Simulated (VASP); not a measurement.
# LaGa6 (Pm-3m) in VASP: single point with LDA

Aim: the single point of LaGa6 with LDA.

Everything below comes from runs of VASP 6.6.1. Logs are shortened: lines on timing, memory, paths and dates and some standing lists are left out, and cuts for length are marked.

## 1. The cell of the first run

It takes space group Pm-3m (No. 221, cubic). The conventional cell has a = 5.587 Å, b = 5.587 Å, c = 5.587 Å, α = 90.00°, β = 90.00°, γ = 90.00°. Within 2.9 Å of Ga (site symmetry 4mm) lie 5 Ga at 2.16 to 2.42 Å. Within 5.6 Å of La (site symmetry m-3m) lie 24 Ga at 4.10 Å and 6 La at 5.59 Å.

## 2. Single point, LDA

Input file INCAR:

```
SYSTEM = LaGa6
PREC = Accurate ; ENCUT = 520
EDIFF = 1E-7 ; ISMEAR = -1
SIGMA = 0.1 ; LREAL = .False.
LASPH = .True. ; NELM = 60
ALGO = Normal ; ISIF = 2
LWAVE = .False. ; LCHARG = .False.
GGA = CA ; NBANDS = 54
```

Input file KPOINTS:

```
Automatic mesh
0
Gamma
  6 6 6
  0 0 0
```

Input file POSCAR:

```
LaGa6
1.0
    5.5872937440      0.0000000000      0.0000000000
    0.0000000000      5.5872937440      0.0000000000
    0.0000000000      0.0000000000      5.5872937440
Ga La
6 1
Direct
    0.1935678430      0.5000000000      0.5000000000
    0.5000000000      0.1935678430      0.5000000000
    0.8064321570      0.5000000000      0.5000000000
    0.5000000000      0.8064321570      0.5000000000
    0.5000000000      0.5000000000      0.1935678430
    0.5000000000      0.5000000000      0.8064321570
    0.0000000000      0.0000000000      0.0000000000
```

Potentials or basis: VASP PAW LDA potentials, release 64 (Ga_d, La).

The run is started by

```sh
> cat potpaw_LDA.64/Ga_d/POTCAR potpaw_LDA.64/La/POTCAR > POTCAR
> mpirun -np 1 vasp_std > vasp.out
```

OUTCAR:

```text
SYSTEM = LaGa6
   PREC = Accurate
   ENCUT = 520
   EDIFF = 1E-7
   ISMEAR = -1
   LREAL = .False.
   LASPH = .True.
   NELM = 60
   ISIF = 2
   GGA = CA

 ion  position               nearest neighbor table
   1  0.194  0.500  0.500-   3 2.16   2 2.42   4 2.42   5 2.42   6 2.42
   2  0.500  0.194  0.500-   4 2.16   3 2.42   1 2.42   5 2.42   6 2.42
   3  0.806  0.500  0.500-   1 2.16   2 2.42   4 2.42   5 2.42   6 2.42
   4  0.500  0.806  0.500-   2 2.16   1 2.42   3 2.42   5 2.42   6 2.42
   5  0.500  0.500  0.194-   6 2.16   2 2.42   3 2.42   4 2.42   1 2.42
   6  0.500  0.500  0.806-   5 2.16   2 2.42   3 2.42   4 2.42   1 2.42
   7  0.000  0.000  0.000-

  LATTYP: Found a simple cubic cell.
 ALAT       =     5.5872937440

  Lattice vectors:

 A1 = (   5.5872937440,   0.0000000000,   0.0000000000)
 A2 = (   0.0000000000,   5.5872937440,   0.0000000000)
 A3 = (   0.0000000000,   0.0000000000,   5.5872937440)

Analysis of symmetry for initial positions (statically):
=====================================================================
 Subroutine PRICEL returns:
 Original cell was already a primitive cell.

 Routine SETGRP: Setting up the symmetry group for a
 simple cubic supercell.

 Subroutine GETGRP returns: Found 48 space group operations
 (whereof 48 operations were pure point group operations)
 out of a pool of 48 trial point group operations.

The static configuration has the point symmetry O_h .

Analysis of symmetry for dynamics (positions and initial velocities):
=====================================================================
 Subroutine PRICEL returns:
 Original cell was already a primitive cell.

 Routine SETGRP: Setting up the symmetry group for a
 simple cubic supercell.

 Subroutine GETGRP returns: Found 48 space group operations
 (whereof 48 operations were pure point group operations)
 out of a pool of 48 trial point group operations.

The dynamic configuration has the point symmetry O_h .

 Subroutine INISYM returns: Found 48 space group operations
 (whereof 48 operations are pure point group operations),
 and found     1 'primitive' translations

----------------------------------------------------------------------------------------

[... 96 lines left out ...]
   NELM   =     60;   NELMIN=  2; NELMDL= -5     # of ELM steps
   EDIFF  = 0.1E-06   stopping-criterion for ELM
   LREAL  =      F    real-space projection
   EDIFFG = 0.1E-05   stopping-criterion for IOM
   NSW    =      0    number of steps for IOM
   IBRION =     -1    ionic relax: 0-MD 1-quasi-New 2-CG
   NFREE  =      0    steps in history (QN), initial steepest desc. (CG)
   ISIF   =      2    stress and relaxation
   ISYM   =      2    0-nonsym 1-usesym 2-fastsym
   POTIM  = 0.5000    time-step for ionic-motion
   TEBEG  =    0.0;   TEEND  =   0.0 temperature during run
   PSTRESS=    0.0 pullay stress
   NELECT =      89.0000    total number of electrons
   NUPDOWN=      -1.0000    fix difference up-down
   EMIN   =  10.00;   EMAX   =-10.00  energy-range for DOS
   EFERMI =   0.00;   METHOD = LEGACY
   ISMEAR =    -1;   SIGMA  =   0.10  broadening in eV -4-tet -1-fermi 0-gaus
   EFERMI_NEDOS =   21; number of points for ismear=-14 and -15
   IALGO  =     38    algorithm
   IMIX   =      4    mixing-type and parameters
     AMIX     =   0.40;   BMIX     =  1.00
     AMIX_MAG =   1.60;   BMIX_MAG =  1.00
  volume/ion in A,a.u.               =      24.92       168.15
  Fermi-wavevector in a.u.,A,eV,Ry     =   1.308188  2.472116 23.284392  1.711355
  Thomas-Fermi vector in A             =   2.438871
   LORBIT       =      0    0 simple, 1 ext, 2 COOP (PROOUT), +10 PAW based schemes
   GGA     = CA    functional components
   LHFCALC =     F    Hartree Fock is set to
   AEXX    =    0.0000 exact exchange contribution
   IVDW    =     0    specifies the selected vdW correction
   LEPSILON=     F    determine dielectric tensor
   LRPA    =     F    only Hartree local field effects (RPA)
 non-spin polarized calculation
  energy-cutoff  :      520.00
  volume of cell :      174.42
 maximum number of plane-waves:      4710
 NGX is ok and might be reduce to    42
   NGX = 21   NGY = 21   NGZ = 21

 number of electron      88.9999991 magnetization

 Free energy of the ion-electron system (eV)
  ---------------------------------------------------
  ext. energy  EPLUGINS =         0.00000000
  ---------------------------------------------------
  free energy    TOTEN  =       -25.00187057 eV

  energy without entropy =      -24.85146598  energy(sigma->0) =      -24.92666828

 E-fermi :   5.0050     XC(G=0):  -9.8472

 val. band max:        4.8889355057   @ k =   0.5000   0.0000   0.0000
 cond. band min:       5.0256680109   @ k =   0.3333   0.1667   0.1667
 fundamental gap:      0.1367325052
 Fermi energy:         5.0049992582

 k-point     1 :       0.0000    0.0000    0.0000
  band No.  band energies     occupation
      1     -29.3169      2.00000
      2     -13.0051      2.00000
      3     -13.0051      2.00000
      4     -13.0051      2.00000
      5     -11.5239      2.00000
      6     -10.8741      2.00000
[... 1129 lines left out ...]
     53       6.1252      0.00003
     54       6.1255      0.00003

------------------------ aborting loop because EDIFF is reached ----------------------------------------

  FORCE on cell =-STRESS in cart. coord.  units (eV):
  Direction    XX          YY          ZZ          XY          YZ          ZX
  --------------------------------------------------------------------------------------
  -------------------------------------------------------------------------------------
  Total        5.7932840      5.7932840      5.7932840      0.0000000     -0.0000000      0.0000000
  in kB       53.2146106     53.2146106     53.2146106      0.0000000     -0.0000000      0.0000000
  external PRESSURE =      53.2146106 kB  Pullay stress =       0.0000000 kB

 VOLUME and BASIS-vectors are now :
 -----------------------------------------------------------------------------
  energy-cutoff  :      520.00
  volume of cell :      174.42
      direct lattice vectors                 reciprocal lattice vectors
     5.587293744  0.000000000  0.000000000     0.178977524  0.000000000  0.000000000
     0.000000000  5.587293744  0.000000000     0.000000000  0.178977524  0.000000000
     0.000000000  0.000000000  5.587293744     0.000000000  0.000000000  0.178977524

 POSITION                                       TOTAL-FORCE (eV/Angst)
 -----------------------------------------------------------------------------------
      1.08152      2.79365      2.79365        -0.003924      0.000000     -0.000000
      2.79365      1.08152      2.79365         0.000000     -0.003924     -0.000000
      4.50577      2.79365      2.79365         0.003924     -0.000000     -0.000000
      2.79365      4.50577      2.79365         0.000000      0.003924     -0.000000
      2.79365      2.79365      1.08152         0.000000      0.000000     -0.003924
      2.79365      2.79365      4.50577        -0.000000     -0.000000      0.003924
      0.00000      0.00000      0.00000         0.000000     -0.000000     -0.000000
 -----------------------------------------------------------------------------------
    total drift:                                0.000000      0.000000     -0.000000

  FREE ENERGIE OF THE ION-ELECTRON SYSTEM (eV)
  ---------------------------------------------------
  free  energy   TOTEN  =       -25.0018705747 eV

  energy  without entropy=      -24.8514659787  energy(sigma->0) =      -24.92666828
```

OSZICAR:

```text
N       E                     dE             d eps       ncg     rms          rms(c)
DAV:   1     0.789576275431E+03    0.78958E+03   -0.40853E+04  2160   0.287E+03
DAV:   2     0.165841256529E+03   -0.62374E+03   -0.59050E+03  2168   0.638E+02
DAV:   3    -0.895156344885E+01   -0.17479E+03   -0.16651E+03  2672   0.225E+02
[... 22 lines left out ...]
DAV:  26    -0.250018695368E+02   -0.79599E-06   -0.78903E-06  1504   0.284E-04    0.187E-04
DAV:  27    -0.250018700306E+02   -0.49373E-06   -0.49168E-06  1506   0.241E-04    0.155E-04
DAV:  28    -0.250018703196E+02   -0.28908E-06   -0.28757E-06  1494   0.230E-04    0.107E-04
DAV:  29    -0.250018704751E+02   -0.15551E-06   -0.15571E-06  1470   0.201E-04    0.318E-05
DAV:  30    -0.250018705747E+02   -0.99562E-07   -0.99570E-07  1470   0.188E-04
   1 F= -.25001871E+02 E0= -.24926668E+02  d E =-.150405E+00
```

stdout:

```text
POSCAR found type information on POSCAR GaLa
 POSCAR found :  2 types and       7 ions
 scaLAPACK will be used
 LDA part: xc-table for (Slater(with rela. corr.)+CA(PZ))
 , standard interpolation
 POSCAR, INCAR and KPOINTS ok, starting setup
 FFT: planning ... GRIDC
 FFT: planning ... GRID_SOFT
 FFT: planning ... GRID
 WAVECAR not read
 entering main loop
```

Run time: 5.6 min. Hardware: 1 thread of Intel Xeon Platinum 8259CL at 2.50GHz (Skylake/Cascade Lake), shared host; peak memory 0.31 GiB.

Results:

```
Free energy            : -25.0019 eV
Pressure               : 5.3 GPa
Largest force          : 0.004 eV/Å
Band gap on the k mesh : zero (an odd number of electrons rules out a gap without spin polarisation)
```

Forces on the atoms (eV/Å):
```
Ga  -0.004  0.000  0.000
Ga   0.000 -0.004  0.000
Ga   0.004  0.000  0.000
Ga   0.000  0.004  0.000
Ga   0.000  0.000 -0.004
Ga   0.000  0.000  0.004
La   0.000  0.000  0.000
```

Levels at points of the mesh, in eV from the Fermi level:
| k point | band 40 | band 41 | band 42 | band 43 | band 44 | band 45 | band 46 | band 47 | band 48 | band 49 |
| --- | --- | --- | --- | --- | --- | --- | --- | --- | --- | --- |
| (0.00, 0.00, 0.00) | -5.89 | -4.72 | -0.53 | -0.53 | -0.53 | 0.25 | 0.25 | 0.25 | 0.43 | 0.43 |
| (0.50, 0.00, 0.00) | -5.00 | -1.83 | -1.83 | -1.60 | -1.07 | -0.12 | 0.25 | 0.38 | 0.38 | 0.42 |
| (0.50, 0.50, 0.00) | -3.69 | -2.20 | -2.20 | -1.16 | -1.16 | 0.38 | 0.38 | 0.49 | 0.50 | 0.50 |
| (0.50, 0.50, 0.50) | -3.16 | -3.16 | -0.55 | -0.55 | -0.55 | 0.45 | 0.47 | 0.47 | 0.47 | 0.47 |

Caveat: the cell stands under pressure; spin-orbit coupling is left out, which moves the levels of the heavy elements.

The gap in the log of VASP goes by the Fermi energy; the results here count the filled bands.